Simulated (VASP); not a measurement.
A run of VASP 6.6.1 is set up as follows.

File INCAR:

```
  PREC = Accurate
  ENCUT = 500
  EDIFF = 1E-6
  ISMEAR = 0
  SIGMA = 0.1
  LREAL = False
  LASPH = True
  NELM = 120
  ALGO = Normal
  ISIF = 2
  LWAVE = False
  LCHARG = False
  GGA = PE
  NBANDS = 21
  GGA_COMPAT = False
```

Contents of KPOINTS:

```
regular mesh
0
Gamma
  6 6 6
```

Contents of POSCAR:

```
Si3Sn
1.0
    3.3915564296      0.0000000000      0.0000000000
    0.0000000000      3.3915564296      0.0000000000
    0.0000000000      0.0000000000      3.3915564296
Si Sn
3 1
Direct
    0.0000000000      0.5000000000      0.5000000000
    0.5000000000      0.0000000000      0.5000000000
    0.5000000000      0.5000000000      0.0000000000
    0.0000000000      0.0000000000      0.0000000000
```

Potentials or basis: VASP PAW PBE potentials, release 64 (Si, Sn_d).

Run with:

```sh
$ cat potpaw_PBE.64/Si/POTCAR potpaw_PBE.64/Sn_d/POTCAR > POTCAR
$ mpirun -np 1 vasp_std > vasp.out
```

(1) What does it give for the pressure?

(2) What does it give for the band gap on the k mesh?

Results:

(1) 176.5 GPa.

(2) zero (bands 13 and 14 overlap by 4.87 eV).

Caveat: the cell stands under pressure; spin-orbit coupling is left out, which moves the levels of the heavy elements.
